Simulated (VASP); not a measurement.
**C4F: relaxation of cell and atoms with PBE+D3(BJ)**

C4F:

```
CELL_PARAMETERS angstrom
3.99660 0.00000 0.00000
0.00000 3.99660 0.00000
0.00000 0.00000 3.99660
ATOMIC_POSITIONS crystal
C 0.00000 0.00000 0.00000
C 0.50000 0.50000 0.00000
C 0.50000 0.00000 0.50000
C 0.00000 0.50000 0.50000
F 0.50000 0.50000 0.50000
```

The cell was built from a structure type or drawn by symmetry, and may not be a known phase.

- Program: VASP 6.6.1
- Task: relaxation of cell and atoms
- Functional: PBE
- Dispersion: D3(BJ)
- Potentials or basis: VASP PAW PBE potentials, release 64 (C, F)
- Cutoff: 600 eV
- k mesh: 4 × 4 × 4
- Occupations: gaussian, width 0.1 eV
- Spin: no spin polarisation
- Dipole correction: no
- Further INCAR settings: ALGO = Normal; EDIFF = 1e-06; IBRION = 2; EDIFFG = -0.04; NSW = 90; ISIF = 3

```yaml
Relaxed_volume: 10.39 Å³/atom
Relaxed_cell: a = 3.731 Å, b = 3.731 Å, c = 3.731 Å, α = 90.00°, β = 90.00°, γ = 90.00°
Space_group_after_relaxing_to_0.1_Å: Pm-3m (No. 221)
Energy_gained_by_relaxing: 122.6 meV/atom
Ionic_steps: 4
Pressure_after_relaxing: -0.2 GPa
Band_gap_on_the_k_mesh: zero (an odd number of electrons rules out a gap without spin polarisation)
Dispersion_energy_per_atom: -0.189 eV
```

Step by step:
```tsv
step	energy change (eV)	largest force (eV/Å)	pressure (GPa)	volume (Å³)
1	0.0000	0.0000	-12.96	63.84
2	-0.5580	0.0000	-5.52	54.77
3	-0.6127	0.0000	0.73	51.59
4	-0.6132	0.0000	-0.19	51.93
```

Final structure:
```
CELL_PARAMETERS angstrom
3.73083 0.00000 0.00000
0.00000 3.73083 0.00000
0.00000 0.00000 3.73083
ATOMIC_POSITIONS crystal
C 0.00000 0.00000 0.00000
C 0.50000 0.50000 0.00000
C 0.50000 0.00000 0.50000
C 0.00000 0.50000 0.50000
F 0.50000 0.50000 0.50000
```

Levels at points of the mesh, in eV from the Fermi level:
```
           k point  band 7  band 8  band 9  band 10  band 11  band 12  band 13  band 14  band 15
(0.00, 0.00, 0.00)   -7.61   -6.08   -2.02    -2.02    -2.02     0.91     0.91     0.91     3.17
(0.50, 0.00, 0.00)   -7.39   -3.49   -1.87    -1.87    -0.13     0.20     0.20     0.78     1.01
(0.50, 0.50, 0.00)   -4.33   -4.33   -1.70    -1.35    -1.35    -0.41    -0.41     0.20     0.20
(0.50, 0.50, 0.50)   -4.86   -4.86   -3.74    -3.74    -3.74    -0.76     1.72     1.72     2.89
```

Wall time 29 s on 1 thread of Intel(R) Xeon(R) Platinum 8375C CPU @ 2.90GHz (Ice Lake), with other jobs on the host, peak memory 0.18 GiB.

Caveat: the k points lie up to 0.42 Å⁻¹ apart in the final cell, too coarse for converged energies and pressures of a metal; the volume moved by over 15 % at a fixed basis, so the end points are rough; an odd number of electrons without spin polarisation forces a metal; a magnetic or distorted state may lie lower.
